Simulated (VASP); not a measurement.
## Sn2Te3O: single point with PBE

Sn2Te3O:

```
CELL_PARAMETERS angstrom
3.20879 1.85260 5.01290
-3.20879 1.85260 5.01290
0.00000 -3.70519 5.01290
ATOMIC_POSITIONS crystal
Sn 0.13409 0.13409 0.13409
Sn 0.86591 0.86591 0.86591
Te 0.50000 0.50000 0.00000
Te 0.00000 0.50000 0.50000
Te 0.50000 0.00000 0.50000
O 0.00000 0.00000 0.00000
```

The cell was generated, and may not be a known phase.

| Item | Value |
| --- | --- |
| Program | VASP 6.6.1 |
| Task | single point |
| Functional | PBE |
| Potentials or basis | VASP PAW PBE potentials, release 64 (Sn_d, Te, O) |
| Cutoff | 600 eV |
| k mesh | 6 × 6 × 6 |
| Occupations | gaussian, width 0.1 eV |
| Spin | no spin polarisation |
| Dipole correction | no |
| Further INCAR settings | ALGO = Normal; EDIFF = 1e-06; NBANDS = 35 |

| Item | Value |
| --- | --- |
| Pressure | 0.0 GPa |
| Largest force | 0.059 eV/Å |
| Band gap on the k mesh | zero (bands 26 and 27 overlap by 2.15 eV) |

Forces in eV/Å, atoms in the order of the input:
```
Sn   0.000  0.000  0.059
Sn   0.000  0.000 -0.059
Te   0.000  0.000  0.000
Te   0.000  0.000  0.000
Te   0.000  0.000  0.000
O    0.000  0.000  0.000
```

Stress tensor (GPa, compression positive):
```
-0.10  0.00  0.00
 0.00 -0.10  0.00
 0.00  0.00  0.15
```

Levels at points of the mesh, in eV from the Fermi level:
| k point | band 23 | band 24 | band 25 | band 26 | band 27 | band 28 | band 29 | band 30 |
| --- | --- | --- | --- | --- | --- | --- | --- | --- |
| (0.00, 0.00, 0.00) | -1.37 | -1.37 | -1.16 | -0.94 | -0.94 | 1.59 | 2.22 | 2.61 |
| (0.50, 0.00, 0.00) | -2.06 | -1.55 | -1.54 | -1.23 | -0.39 | 1.53 | 1.54 | 1.92 |
| (0.50, 0.50, 0.00) | -1.57 | -1.56 | -0.94 | -0.66 | -0.59 | 0.51 | 1.34 | 2.04 |
| (0.50, 0.50, 0.50) | -1.21 | -1.21 | -0.74 | 1.21 | 1.21 | 1.55 | 1.55 | 1.67 |

Run time: 3.2 min on 1 thread of AMD EPYC 9R45 96-Core Processor (Zen 5), on a shared host, peak memory 0.45 GiB.

Caveat: spin-orbit coupling is left out, which moves the levels of the heavy elements.
